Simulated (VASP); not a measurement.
The system is Se.

```
CELL_PARAMETERS angstrom
4.35517 0.00000 0.00000
-2.17759 3.77169 0.00000
0.00000 0.00000 4.94945
ATOMIC_POSITIONS crystal
Se 0.78300 0.78300 0.50000
Se 0.00000 0.21700 0.83333
Se 0.21700 0.00000 0.16667
```

Program: VASP 6.6.1. Alike in all runs: no spin polarisation; cell as given; k mesh 4 × 4 × 3; cutoff (eV) 520; smearing fermi-dirac 0.05 eV. Hardware: 1 thread of Oxide Virtual Turin-like Processor, on a shared host.

**Question.** Order these runs on this cell by their wall time, lowest first.
A. task density of states; level LDA; potentials or basis VASP PAW LDA potentials, release 64 (Se); k mesh for the DOS 6 × 6 × 5; occupations for the DOS tetrahedron
B. task single point; level PBE0; potentials or basis VASP PAW PBE potentials, release 64 (Se); grid for exact exchange (PRECFOCK) Normal
C. task single point; level r2SCAN; potentials or basis VASP PAW PBE potentials, release 64 (Se)

**Answer.** A (42 s), C (120 s), B (1100 s).

Caveats: all runs use coarse meshes.
